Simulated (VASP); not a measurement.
# Cu (Fm-3m) in VASP: further runs

The runs below take Cu through single point, relaxation of cell and atoms, with PBE.

Everything below comes from runs of VASP 6.6.1. Logs are shortened: lines on timing, memory, paths and dates and some standing lists are left out, and cuts for length are marked.

### Step 1. The cell of the first run

The structure is cubic, space group Fm-3m (No. 225). The conventional cell has a = 3.650 Å, b = 3.650 Å, c = 3.650 Å, α = 90.00°, β = 90.00°, γ = 90.00°. Cu (site symmetry m-3m) has 12 Cu at 2.58 Å within 3.4 Å.

### Step 2. Single point, PBE

File INCAR:

```
ALGO     = Fast           # electronic algorithm
EDIFF    = 1E-7           # SCF threshold, eV
ENCUT    = 520            # plane-wave cutoff, eV
GGA      = PE             # functional
ISIF     = 2              # what is computed and relaxed
ISMEAR   = 0              # smearing method
LASPH    = T              # aspherical terms in the spheres
LCHARG   = F              # write CHGCAR
LREAL    = F              # projectors in reciprocal space
LWAVE    = F              # write WAVECAR
NBANDS   = 12             # bands
NELM     = 80             # most SCF steps
PREC     = Accurate       # precision mode
SIGMA    = 0.1            # smearing width, eV
```

File KPOINTS:

```
k-points
0
Gamma
  8 8 8
```

File POSCAR:

```
Cu
1.0
    0.0000000000      1.8250000000      1.8250000000
    1.8250000000      0.0000000000      1.8250000000
    1.8250000000      1.8250000000      0.0000000000
Cu
1
Direct
    0.0000000000      0.0000000000      0.0000000000
```

Potentials or basis: VASP PAW PBE potentials, release 64 (Cu).

On the command line:

```sh
> cat potpaw_PBE.64/Cu/POTCAR > POTCAR
> mpirun -np 1 vasp_std > vasp.out
```

OUTCAR:

```text
EDIFF = 1E-7
   ENCUT = 520
   GGA = PE
   ISIF = 2
   ISMEAR = 0
   LASPH = T
   LREAL = F
   NELM = 80
   PREC = Accurate

 ion  position               nearest neighbor table
   1  0.000  0.000  0.000-

  LATTYP: Found a face centered cubic cell.
 ALAT       =     3.6500000000

  Lattice vectors:

 A1 = (   0.0000000000,   1.8250000000,   1.8250000000)
 A2 = (   1.8250000000,   0.0000000000,   1.8250000000)
 A3 = (   1.8250000000,   1.8250000000,   0.0000000000)

Analysis of symmetry for initial positions (statically):
=====================================================================
 Subroutine PRICEL returns:
 Original cell was already a primitive cell.

 Routine SETGRP: Setting up the symmetry group for a
 face centered cubic supercell.

 Subroutine GETGRP returns: Found 48 space group operations
 (whereof 48 operations were pure point group operations)
 out of a pool of 48 trial point group operations.

The static configuration has the point symmetry O_h .

Analysis of symmetry for dynamics (positions and initial velocities):
=====================================================================
 Subroutine PRICEL returns:
 Original cell was already a primitive cell.

 Routine SETGRP: Setting up the symmetry group for a
 face centered cubic supercell.

 Subroutine GETGRP returns: Found 48 space group operations
 (whereof 48 operations were pure point group operations)
 out of a pool of 48 trial point group operations.

The dynamic configuration has the point symmetry O_h .

 Subroutine INISYM returns: Found 48 space group operations
 (whereof 48 operations are pure point group operations),
 and found     1 'primitive' translations

----------------------------------------------------------------------------------------

                                     Primitive cell

  volume of cell :      12.1568

  direct lattice vectors                    reciprocal lattice vectors
     0.000000000  1.825000000  1.825000000    -0.273972603  0.273972603  0.273972603
     1.825000000  0.000000000  1.825000000     0.273972603 -0.273972603  0.273972603
     1.825000000  1.825000000  0.000000000     0.273972603  0.273972603 -0.273972603

  length of vectors
     2.580939751  2.580939751  2.580939751     0.474534468  0.474534468  0.474534468

  position of ions in fractional coordinates (direct lattice)
     0.000000000  0.000000000  0.000000000

  ion indices of the primitive-cell ions
   primitive index   ion index
                 1           1

----------------------------------------------------------------------------------------

 KPOINTS: k-points

Automatic generation of k-mesh.
 Grid dimensions read from file:
 generate k-points for:    8    8    8

 Generating k-lattice:

  Cartesian coordinates                     Fractional coordinates (reciprocal lattice)
    -0.034246575  0.034246575  0.034246575     0.125000000  0.000000000  0.000000000
     0.034246575 -0.034246575  0.034246575     0.000000000  0.125000000  0.000000000
     0.034246575  0.034246575 -0.034246575     0.000000000  0.000000000  0.125000000

  Length of vectors
     0.059316808  0.059316808  0.059316808

  Shift w.r.t. Gamma in fractional coordinates (k-lattice)
     0.000000000  0.000000000  0.000000000

 Subroutine IBZKPT returns following result:
 ===========================================

 Found     29 irreducible k-points:

 Following reciprocal coordinates:
            Coordinates               Weight
  0.000000  0.000000  0.000000      1.000000
  0.125000  0.000000  0.000000      8.000000
  0.250000  0.000000  0.000000      8.000000
  0.375000  0.000000  0.000000      8.000000
  0.500000  0.000000  0.000000      4.000000
  0.125000  0.125000  0.000000      6.000000
[... 16 lines left out ...]
  0.500000  0.250000  0.125000     48.000000
 -0.375000  0.250000  0.125000     24.000000
 [... further k-points ...]
   k-points           NKPTS =     29   k-points in BZ     NKDIM =     29   number of bands    NBANDS=     12
   number of dos      NEDOS =    301   number of ions     NIONS =      1
   total plane-waves  NPLWV =   8000
   dimension x,y,z NGX =    20 NGY =   20 NGZ =   20
   dimension x,y,z NGXF=    40 NGYF=   40 NGZF=   40
   ions per type =               1
   NGX,Y,Z   is equivalent  to a cutoff of  12.88, 12.88, 12.88 a.u.
   NGXF,Y,Z  is equivalent  to a cutoff of  25.77, 25.77, 25.77 a.u.
 SYSTEM =  unknown system
   PREC   = accura    normal or accurate (medium, high low for compatibility)
   ISTART =      0    job   : 0-new  1-cont  2-samecut
   ICHARG =      2    charge: 1-file 2-atom 10-const
   ISPIN  =      1    spin polarized calculation?
   LNONCOLLINEAR =      F non collinear calculations
   LSORBIT =      F    spin-orbit coupling
   LASPH  =      T    aspherical Exc in radial PAW
   ENCUT  =  520.0 eV  38.22 Ry    6.18 a.u.   4.80  4.80  4.80*2*pi/ulx,y,z
   NELM   =     80;   NELMIN=  2; NELMDL= -5     # of ELM steps
   EDIFF  = 0.1E-06   stopping-criterion for ELM
   LREAL  =      F    real-space projection
   EDIFFG = 0.1E-05   stopping-criterion for IOM
   NSW    =      0    number of steps for IOM
   IBRION =     -1    ionic relax: 0-MD 1-quasi-New 2-CG
   NFREE  =      0    steps in history (QN), initial steepest desc. (CG)
   ISIF   =      2    stress and relaxation
   ISYM   =      2    0-nonsym 1-usesym 2-fastsym
   POTIM  = 0.5000    time-step for ionic-motion
   TEBEG  =    0.0;   TEEND  =   0.0 temperature during run
   PSTRESS=    0.0 pullay stress
   NELECT =      11.0000    total number of electrons
   NUPDOWN=      -1.0000    fix difference up-down
   EMIN   =  10.00;   EMAX   =-10.00  energy-range for DOS
   EFERMI =   0.00;   METHOD = LEGACY
   ISMEAR =     0;   SIGMA  =   0.10  broadening in eV -4-tet -1-fermi 0-gaus
   EFERMI_NEDOS =   21; number of points for ismear=-14 and -15
   IALGO  =     68    algorithm
   IMIX   =      4    mixing-type and parameters
     AMIX     =   0.40;   BMIX     =  1.00
     AMIX_MAG =   1.60;   BMIX_MAG =  1.00
  volume/ion in A,a.u.               =      12.16        82.04
  Fermi-wavevector in a.u.,A,eV,Ry     =   1.583432  2.992253 34.113318  2.507258
  Thomas-Fermi vector in A             =   2.683204
   LORBIT       =      0    0 simple, 1 ext, 2 COOP (PROOUT), +10 PAW based schemes
   GGA     = PE    functional components
   LHFCALC =     F    Hartree Fock is set to
   AEXX    =    0.0000 exact exchange contribution
   IVDW    =     0    specifies the selected vdW correction
   LEPSILON=     F    determine dielectric tensor
   LRPA    =     F    only Hartree local field effects (RPA)
 non-spin polarized calculation
 RMM-DIIS sequential band-by-band and
 Gauss-broadening in eV      SIGMA  =   0.10
  energy-cutoff  :      520.00
  volume of cell :       12.16
 maximum number of plane-waves:       342
   NGX =  9   NGY =  9   NGZ =  9

 number of electron      10.9999992 magnetization

 Free energy of the ion-electron system (eV)
  ---------------------------------------------------
  ext. energy  EPLUGINS =         0.00000000
  ---------------------------------------------------
  free energy    TOTEN  =        -3.69863838 eV

  energy without entropy =       -3.69557718  energy(sigma->0) =       -3.69710778

 E-fermi :   7.1532     XC(G=0): -12.5577

 val. band max:        7.0787128399   @ k =   0.5000   0.2500   0.1250
 cond. band min:       7.3765440019   @ k =   0.5000   0.1250   0.0000
 fundamental gap:      0.2978311620
 Fermi energy:         7.1531844498

 k-point     1 :       0.0000    0.0000    0.0000
  band No.  band energies     occupation
      1      -1.8998      2.00000
      2       4.3038      2.00000
      3       4.3038      2.00000
      4       4.3038      2.00000
      5       5.0903      2.00000
      6       5.0903      2.00000
      7      29.5955      0.00000
      8      32.0168      0.00000
      9      32.0168      0.00000
     10      32.0168      0.00000
     11      34.4915      0.00000
     12      34.4915      0.00000

 k-point     2 :       0.1250    0.0000    0.0000
  band No.  band energies     occupation
      1      -1.3480      2.00000
      2       4.1995      2.00000
      3       4.3933      2.00000
      4       4.3933      2.00000
      5       5.0628      2.00000
      6       5.0628      2.00000
      7      25.7271      0.00000
      8      30.1544      0.00000
      9      30.8244      0.00000
     10      30.8244      0.00000
     11      36.3989      0.00000
     12      36.4044      0.00000

 k-point     3 :       0.2500    0.0000    0.0000
  band No.  band energies     occupation
      1       0.1832      2.00000
      2       4.0641      2.00000
      3       4.4533      2.00000
      4       4.4533      2.00000
      5       5.1702      2.00000
      6       5.1702      2.00000
      7      19.4414      0.00000
      8      29.4414      0.00000
      9      29.6150      0.00000
     10      29.6151      0.00000
     11      35.2515      0.00000
     12      35.2515      0.00000
[... 286 lines left out ...]
 k-point    23 :       0.5000    0.2500    0.1250
  band No.  band energies     occupation
      1       2.7611      2.00000
      2       3.7490      2.00000
      3       4.0431      2.00000
      4       4.8287      2.00000
      5       5.4145      2.00000
      6       7.0787      1.70774
      7      15.0665      0.00000
      8      20.4434      0.00000
      9      23.3006      0.00000
     10      30.7079      0.00000
     11      34.1972      0.00000
     12      37.8219      0.00000

 k-point    24 :      -0.3750    0.2500    0.1250
  band No.  band energies     occupation
      1       3.0668      2.00000
      2       3.7423      2.00000
      3       4.2453      2.00000
      4       4.7310      2.00000
      5       5.5817      2.00000
      6       9.3194      0.00000
      7      11.3570      0.00000
      8      21.1832      0.00000
      9      21.4953      0.00000
     10      30.4277      0.00000
     11      34.0624      0.00000
     12      41.4562      0.00000

 [... further k-points ...]

------------------------ aborting loop because EDIFF is reached ----------------------------------------

  FORCE on cell =-STRESS in cart. coord.  units (eV):
  Direction    XX          YY          ZZ          XY          YZ          ZX
  --------------------------------------------------------------------------------------
  -------------------------------------------------------------------------------------
  Total       -0.0782627     -0.0782627     -0.0782627     -0.0000000      0.0000000      0.0000000
  in kB      -10.3144658    -10.3144658    -10.3144658     -0.0000000      0.0000000      0.0000000
  external PRESSURE =     -10.3144658 kB  Pullay stress =       0.0000000 kB

 VOLUME and BASIS-vectors are now :
 -----------------------------------------------------------------------------
  energy-cutoff  :      520.00
  volume of cell :       12.16
      direct lattice vectors                 reciprocal lattice vectors
     0.000000000  1.825000000  1.825000000    -0.273972603  0.273972603  0.273972603
     1.825000000  0.000000000  1.825000000     0.273972603 -0.273972603  0.273972603
     1.825000000  1.825000000  0.000000000     0.273972603  0.273972603 -0.273972603

 POSITION                                       TOTAL-FORCE (eV/Angst)
 -----------------------------------------------------------------------------------
      0.00000      0.00000      0.00000         0.000000     -0.000000      0.000000
 -----------------------------------------------------------------------------------
    total drift:                                0.000000      0.000000      0.000000

  FREE ENERGIE OF THE ION-ELECTRON SYSTEM (eV)
  ---------------------------------------------------
  free  energy   TOTEN  =        -3.6986383797 eV

  energy  without entropy=       -3.6955771848  energy(sigma->0) =       -3.69710778
```

It took 3.4 s on 1 thread of Intel Xeon 6975P-C (Granite Rapids), shared host; peak memory 0.12 GiB.

What came out:

* Free energy: -3.6986 eV
* Pressure: -1.0 GPa

Levels at points of the mesh, in eV from the Fermi level:
| k point | band 3 | band 4 | band 5 | band 6 | band 7 | band 8 | band 9 | band 10 |
| --- | --- | --- | --- | --- | --- | --- | --- | --- |
| (0.00, 0.00, 0.00) | -2.85 | -2.85 | -2.06 | -2.06 | 22.44 | 24.86 | 24.86 | 24.86 |
| (0.50, 0.00, 0.00) | -2.88 | -1.52 | -1.52 | -0.84 | 3.70 | 20.95 | 21.71 | 21.71 |
| (0.50, 0.50, 0.00) | -1.54 | -1.38 | -1.38 | 1.60 | 7.00 | 12.94 | 12.94 | 17.37 |

Caveat: the k points lie up to 0.37 Å⁻¹ apart.

[end of part 1 of 2]
